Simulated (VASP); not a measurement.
Crystal: Cu.

```xyz
2
Lattice="2.5456 0.0000 0.0000 0.0000 2.5456 0.0000 0.0000 0.0000 3.6000" Properties=species:S:1:pos:R:3 pbc="T T T"
Cu    0.0000    0.0000    0.0000
Cu    1.2728    1.2728    1.8000
```

| Property | Result |
| --- | --- |
| Program | VASP 6.6.1 |
| Task | relaxation of cell and atoms |
| Functional | PBEsol |
| Potentials or basis | VASP PAW PBE potentials, release 64 (Cu) |
| Cutoff | 600 eV |
| k mesh | 16 × 16 × 12 |
| Occupations | methfessel-paxton, width 0.1 eV |
| Spin | no spin polarisation |

At the start: pressure -4.1 GPa; volume 11.66 Å³/atom.

Question: Where does the relaxation end?

Answer: Over 15 steps the energy falls by 3.9 meV/atom and the volume is 11.36 Å³/atom (-2.6 %); space group Fm-3m (No. 225, to 0.05 Å).

Step by step:
```
step  energy change (eV)  largest force (eV/Å)  pressure (GPa)  volume (Å³)
   1              0.0000                0.0000           -4.12        23.33
   2             -0.0042                0.0000            3.05        22.33
   3             -0.0078                0.0000           -0.08        22.73
   4             -0.0078                0.0000            0.25        22.72
   5             -0.0078                0.0000           -0.50        22.77
   6             -0.0078                0.0000           -0.03        22.74
   7             -0.0078                0.0000           -0.11        22.75
   8             -0.0078                0.0000           -0.45        22.74
   9             -0.0078                0.0000           -0.17        22.74
  10             -0.0079                0.0000           -0.54        22.74
  11             -0.0079                0.0000           -0.12        22.74
  12             -0.0079                0.0000           -0.10        22.74
  13             -0.0079                0.0000           -0.09        22.73
  14             -0.0079                0.0000            0.20        22.73
  15             -0.0079                0.0000            0.00        22.73
```

Final structure:
```xyz
2
Lattice="2.5283 0.0000 0.0000 0.0000 2.5283 0.0000 0.0000 0.0000 3.5558" Properties=species:S:1:pos:R:3 pbc="T T T"
Cu    0.0000    0.0000    0.0000
Cu    1.2642    1.2642    1.7779
```

Caveat: the PAW data sets were made with another functional, which shifts forces and pressure a little.
